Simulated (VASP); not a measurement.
A run of VASP 6.6.1 is set up as follows.

Contents of INCAR:

```
PREC = Accurate
ENCUT = 520
EDIFF = 1E-6
ISMEAR = 0
SIGMA = 0.05
LREAL = F
LASPH = T
NELM = 100
ALGO = Normal
ISIF = 2
LWAVE = F
LCHARG = F
LDIPOL = T
IDIPOL = 3
DIPOL = 0.5 0.5 0.399
GGA = PE
IVDW = 12
NBANDS = 50
```

KPOINTS

```
Automatic mesh
0
Gamma
  7 7 1
```

Contents of POSCAR:

```
SnO
1.0
    3.8201528477      0.0002954339      0.0000000000
   -0.0003145169      3.8201528461      0.0000000000
    0.0000000000      0.0000000000     22.2260749922
Sn O
4 4
Direct
    0.9999452930      0.9999452930      0.2024648977
    0.4999452930      0.4999452930      0.3087831522
    0.6249452930      0.7499452930      0.4887519501
    0.1249452930      0.2499452930      0.5950702046
    0.9999461076      0.4999461076      0.2556240249
    0.4999461076      0.9999461076      0.2556240249
    0.6249461076      0.2499461076      0.5419110773
    0.1249461076      0.7499461076      0.5419110773
```

Potentials or basis: VASP PAW PBE potentials, release 64 (Sn_d, O).

Launch:

```console
$ cat potpaw_PBE.64/Sn_d/POTCAR potpaw_PBE.64/O/POTCAR > POTCAR
$ mpirun -np 1 vasp_std > vasp.out
```

(1) Estimate the band gap on the k mesh.

(2) What does it give for the dispersion energy per atom?

(3) What does it give for the largest force?

Answers

(1) 2.33 eV (least direct gap 2.51 eV).

(2) -0.157 eV.

(3) 0.081 eV/Å.

Caveat: the cell differs from its parent crystal (layers slid over each other); spin-orbit coupling is left out, which moves the levels of the heavy elements.
